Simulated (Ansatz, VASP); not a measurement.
One calculation of Si2W, two programs

The input INCAR:

```
SYSTEM = Si2W
PREC = Accurate
ENCUT = 520
EDIFF = 1E-6
ISMEAR = 0
SIGMA = 0.15
LREAL = .FALSE.
LASPH = .TRUE.
NELM = 80
ALGO = Normal
ISIF = 2
LWAVE = .FALSE.
LCHARG = .FALSE.
GGA = PE
NBANDS = 18
```

KPOINTS

```
regular mesh
0
G
  18 18 18
  0 0 0
```

The input POSCAR:

```
Si2W
1.0
   -1.7034132782      1.7034132782      3.6757955130
    1.7034132782     -1.7034132782      3.6757955130
    1.7034132782      1.7034132782     -3.6757955130
Si W
2 1
Direct
    0.3345726944      0.3345726944      0.0000000000
    0.6654273056      0.6654273056      0.0000000000
    0.0000000000      0.0000000000      0.0000000000
```

Input for Ansatz:

```yaml
crystal:
  lattice:
    - [-1.7034132782, 1.7034132782, 3.675795513]
    - [1.7034132782, -1.7034132782, 3.675795513]
    - [1.7034132782, 1.7034132782, -3.675795513]
  atoms:
    - { symbol: Si, position: [0.3345726944, 0.3345726944, 0.0] }
    - { symbol: Si, position: [0.6654273056, 0.6654273056, 0.0] }
    - { symbol: W, position: [0.0, 0.0, 0.0] }
basis:
  ecutwfc: 420
kpoints:
  mp_grid: { grid: [18, 18, 18] }
hamiltonian:
  xc: pbe
  pseudopotentials: { kind: paw, azcp: { folder: soft_1 } }
scf:
  occupations: { method: gaussian, width: 0.15 }
output:
  forces: true
  stress: true
  eigenvalues: true
```

Alike in both runs: task single point; functional PBE; k mesh 18 × 18 × 18; occupations gaussian, width 0.15 eV; no spin polarisation.

|  | VASP | Ansatz |
| --- | --- | --- |
| version | VASP 6.6.1 | Ansatz 0.2.0 |
| potentials or method | VASP PAW PBE potentials, release 64 (Si, W_sv), cutoff 520 eV | scalar-relativistic, plane waves, PAW |
| valence electrons in the cell | 22 | 22 |

|  | VASP | Ansatz | Ansatz less VASP |
| --- | --- | --- | --- |
| gap on the k mesh at the Fermi level (eV) | none | none | - |
| pressure (GPa) | -1.9 | -1.9 | +0.02 |
| traceless stress, the component that is largest in VASP (GPa) | 34.25 | 34.29 | +0.037 |
| rms of the force components (eV/Å) | 0.097 | 0.095 | -0.0024 |

Atom by atom the forces differ by 0.002 eV/Å (rms over components). A gap of «none» marks a metal or a gap that the smearing closes. With one functional, cell and mesh, what is left measures potentials, basis and numerics.

Spin-orbit coupling is off throughout.
